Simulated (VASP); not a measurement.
Set up this calculation in VASP 6.6.1, as the native input.

```
Task                   : single point
Functional             : PBE
Dispersion             : D3(BJ)
Potentials or basis    : VASP PAW PBE potentials, release 64 (Se, W_sv)
Cutoff                 : 520 eV
k mesh                 : 9 × 9 × 1
Occupations            : gaussian, width 0.05 eV
Spin                   : no spin polarisation
Dipole correction      : yes
Further INCAR settings : ALGO = Normal; EDIFF = 1e-06; NBANDS = 35
```

The structure of WSe2 lies in POSCAR:

```
WSe2
1.0
    3.2854926884      0.0000000000      0.0000000000
   -1.6427463442      2.8453201321      0.0000000000
    0.0000000000      0.0000000000     24.2386466672
Se W
4 2
Direct
    0.3333333333      0.6666666667      0.1856539295
    0.3333333333      0.6666666667      0.3246601777
    0.6666666667      1.3333333333      0.4694702427
    0.6666666667      1.3333333333      0.6084764909
    0.6666666667      0.3333333333      0.2551570536
    1.0000000000      1.0000000000      0.5389733668
```

These files were run (other wordings do the same):

INCAR

```
PREC = Accurate
ENCUT = 520
EDIFF = 1E-6
ISMEAR = 0
SIGMA = 0.05
LREAL = F
LASPH = T
NELM = 60
ALGO = Normal
ISIF = 2
LWAVE = F
LCHARG = F
LDIPOL = T
IDIPOL = 3
DIPOL = 0.5 0.5 0.397
GGA = PE
IVDW = 12
NBANDS = 35
```

KPOINTS

```
regular mesh
0
Gamma
  9 9 1
```

Potentials or basis: VASP PAW PBE potentials, release 64 (Se, W_sv).

The run is started by

```console
$ cat potpaw_PBE.64/Se/POTCAR potpaw_PBE.64/W_sv/POTCAR > POTCAR
$ mpirun -np 1 vasp_std > vasp.out
```

It gave:

- Largest force: 0.132 eV/Å
- Band gap on the k mesh: 1.56 eV, indirect (least direct gap 1.64 eV)
- Dispersion energy per atom: -0.387 eV

Caveat: spin-orbit coupling is left out, which moves the levels of the heavy elements.

Run time: 64 s on 1 thread of Intel(R) Xeon(R) 6975P-C (Granite Rapids), on a shared host, peak memory 0.35 GiB.
